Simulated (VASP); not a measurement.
Here is a VASP 6.6.1 calculation.

Contents of INCAR:

```
SYSTEM = PbO2
PREC     = Accurate       ! precision mode
ENCUT    = 600            ! plane-wave cutoff, eV
EDIFF    = 1E-6           ! SCF threshold, eV
ISMEAR   = -1             ! smearing method
SIGMA    = 0.15           ! smearing width, eV
LREAL    = .False.        ! projectors in reciprocal space
LASPH    = .True.         ! aspherical terms in the spheres
NELM     = 120            ! most SCF steps
ALGO     = Normal         ! electronic algorithm
ISIF     = 2              ! what is computed and relaxed
LWAVE    = .False.        ! write WAVECAR
LCHARG   = .False.        ! write CHGCAR
GGA      = PE             ! functional
NBANDS   = 35             ! bands
GGA_COMPAT= .False.
```

File KPOINTS:

```
regular mesh
0
Gamma
  10 10 8
  0 0 0
```

The input POSCAR:

```
PbO2
1.0
    2.7120928734     -2.7282019881      0.0000000000
    2.7120928734      2.7282019881      0.0000000000
    0.0000000000      0.0000000000      5.3925903898
Pb O
2 4
Direct
    0.0000000000      0.0000000000      0.0000000000
    0.5000000000      0.5000000000      0.5000000000
    0.5275154213      0.9724845787      0.2500000000
    0.9724845787      0.5275154213      0.7500000000
    0.4724845787      0.0275154213      0.7500000000
    0.0275154213      0.4724845787      0.2500000000
```

Potentials or basis: VASP PAW PBE potentials, release 64 (Pb_d, O).

Launch:

```console
$ cat potpaw_PBE.64/Pb_d/POTCAR potpaw_PBE.64/O/POTCAR > POTCAR
$ mpirun -np 1 vasp_std > vasp.out
```

Question: Predict the largest force.

Answer: 0.014 eV/Å.

Question: Estimate the band gap on the k mesh.

Answer: Zero (bands 26 and 27 overlap by 0.18 eV).

Forces in eV/Å, atoms in the order of the input:
```
Pb   0.000  0.000  0.000
Pb   0.000  0.000  0.000
O    0.000  0.014  0.000
O    0.000 -0.014  0.000
O    0.000 -0.014  0.000
O    0.000  0.014  0.000
```

Caveat: semilocal functionals underestimate gaps, and a narrow one can read as zero; spin-orbit coupling is left out, which moves the levels of the heavy elements.
